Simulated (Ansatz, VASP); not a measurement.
**BN in VASP and in Ansatz**

INCAR

```
SYSTEM = BN
  PREC = Accurate
  ENCUT = 600
  EDIFF = 1E-6
  ISMEAR = 0
  SIGMA = 0.05
  LREAL = .FALSE.
  LASPH = .TRUE.
  NELM = 120
  ALGO = Normal
  ISIF = 2
  LWAVE = .FALSE.
  LCHARG = .FALSE.
  GGA = PS
  NBANDS = 36
  GGA_COMPAT = .FALSE.
```

KPOINTS

```
regular mesh
0
G
  10 10 2
  0 0 0
```

Contents of POSCAR:

```
BN
1.0
   -2.5410113134      0.0000000000      0.0000000000
   -1.2705056567     -2.2005803487      0.0000000000
   -2.8586377276     -1.6504352615     12.6098865131
B N
6 6
Direct
    0.6198334177      0.6198334177      0.0624443320
    0.3698334177      0.3698334177      0.3957776653
    0.1198334177      0.1198334177      0.7291109987
   -0.3384999157     -0.3384999157      0.8957776653
    0.1615000843      0.1615000843      0.2291109987
   -0.0884999157     -0.0884999157      0.5624443320
   -0.0365500843     -0.0365500843      0.9376223347
    0.4634499157      0.4634499157      0.2709556680
    0.2134499157      0.2134499157      0.6042890013
   -0.2448834177     -0.2448834177      0.7709556680
    0.2551165823      0.2551165823      0.1042890013
    0.0051165823      0.0051165823      0.4376223347
```

Input for Ansatz:

```yaml
crystal:
  lattice:
    - [-2.5410113134, 0.0, 0.0]
    - [-1.2705056567, -2.2005803487, 0.0]
    - [-2.8586377276, -1.6504352615, 12.6098865131]
  atoms:
    - { symbol: B, position: [0.6198334177, 0.6198334177, 0.062444332] }
    - { symbol: B, position: [0.3698334177, 0.3698334177, 0.3957776653] }
    - { symbol: B, position: [0.1198334177, 0.1198334177, 0.7291109987] }
    - { symbol: B, position: [-0.3384999157, -0.3384999157, 0.8957776653] }
    - { symbol: B, position: [0.1615000843, 0.1615000843, 0.2291109987] }
    - { symbol: B, position: [-0.0884999157, -0.0884999157, 0.562444332] }
    - { symbol: "N", position: [-0.0365500843, -0.0365500843, 0.9376223347] }
    - { symbol: "N", position: [0.4634499157, 0.4634499157, 0.270955668] }
    - { symbol: "N", position: [0.2134499157, 0.2134499157, 0.6042890013] }
    - { symbol: "N", position: [-0.2448834177, -0.2448834177, 0.770955668] }
    - { symbol: "N", position: [0.2551165823, 0.2551165823, 0.1042890013] }
    - { symbol: "N", position: [0.0051165823, 0.0051165823, 0.4376223347] }
basis:
  ecutwfc: 420
kpoints:
  mp_grid: { grid: [10, 10, 2] }
hamiltonian:
  xc: pbesol
scf:
  occupations: { method: gaussian, width: 0.05 }
output:
  forces: true
  stress: true
  eigenvalues: true
```

Alike in both runs: task single point; functional PBEsol; k mesh 10 × 10 × 2; occupations gaussian, width 0.05 eV; no spin polarisation.

|  | VASP | Ansatz |
| --- | --- | --- |
| version | VASP 6.6.1 | Ansatz 0.2.0 |
| potentials or method | VASP PAW PBE potentials, release 64 (B, N), cutoff 600 eV | scalar-relativistic, plane waves, PAW |
| valence electrons in the cell | 48 | 48 |

|  | VASP | Ansatz | Ansatz less VASP |
| --- | --- | --- | --- |
| gap on the k mesh at the Fermi level (eV) | 2.43 | 2.44 | +0.005 |
| least direct gap on the mesh (eV) | 3.72 | 3.73 | +0.009 |
| pressure (GPa) | 0.1 | -0.2 | -0.31 |
| traceless stress, the component that is largest in VASP (GPa) | 6.69 | 6.80 | +0.104 |
| rms of the force components (eV/Å) | 0.490 | 0.493 | +0.0026 |

VASP's potentials were made for PBE, not for PBEsol. Atom by atom the forces differ by 0.005 eV/Å (rms over components). With one functional, cell and mesh, what is left measures potentials, basis and numerics.
